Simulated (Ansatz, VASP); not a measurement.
## Two plane-wave programs on W

INCAR

```
PREC     = Accurate       # precision mode
ENCUT    = 520            # plane-wave cutoff, eV
EDIFF    = 1E-6           # SCF threshold, eV
ISMEAR   = 0              # smearing method
SIGMA    = 0.15           # smearing width, eV
LREAL    = False          # projectors in reciprocal space
LASPH    = True           # aspherical terms in the spheres
NELM     = 60             # most SCF steps
ALGO     = Fast           # electronic algorithm
ISIF     = 2              # what is computed and relaxed
LWAVE    = False          # write WAVECAR
LCHARG   = False          # write CHGCAR
NBANDS   = 13             # bands
```

Contents of KPOINTS:

```
Automatic mesh
0
Gamma
  22 22 22
```

Contents of POSCAR:

```
W
1.0
    0.0000000000      2.1538477305      1.5815703885
    2.1538477305      0.0000000000      1.5815703885
    2.1538477305      2.1538477305      0.0000000000
W
1
Direct
    0.0000000000      0.0000000000      0.0000000000
```

Input for Ansatz:

```yaml
crystal:
  lattice:
    - [0.0, 2.1538477305, 1.5815703885]
    - [2.1538477305, 0.0, 1.5815703885]
    - [2.1538477305, 2.1538477305, 0.0]
  atoms:
    - { symbol: W, position: [0.0, 0.0, 0.0] }
basis:
  ecutwfc: 420
kpoints:
  mp_grid: { grid: [22, 22, 22] }
hamiltonian:
  xc: lda
  pseudopotentials: { kind: paw, azcp: { folder: soft_1 } }
scf:
  occupations: { method: gaussian, width: 0.15 }
output:
  forces: true
  stress: true
  eigenvalues: true
```

Alike in both runs: task single point; functional LDA; k mesh 22 × 22 × 22; occupations gaussian, width 0.15 eV; no spin polarisation.

|  | VASP | Ansatz |
| --- | --- | --- |
| version | VASP 6.6.1 | Ansatz 0.2.0 |
| potentials or method | VASP PAW LDA potentials, release 64 (W_sv), cutoff 520 eV | scalar-relativistic, plane waves, PAW |
| valence electrons in the cell | 14 | 14 |

|  | VASP | Ansatz | Ansatz less VASP |
| --- | --- | --- | --- |
| gap on the k mesh at the Fermi level (eV) | none | none | - |
| pressure (GPa) | 20.8 | 18.5 | -2.33 |
| traceless stress, the component that is largest in VASP (GPa) | -9.02 | -8.97 | +0.049 |

Ansatz warns that its potentials were made for another functional, while VASP's fit it. LDA's correlation is that of Perdew and Zunger in VASP and of Perdew and Wang (1992) in Ansatz. A gap of «none» marks a metal or a gap that the smearing closes.

Spin-orbit coupling is off throughout.
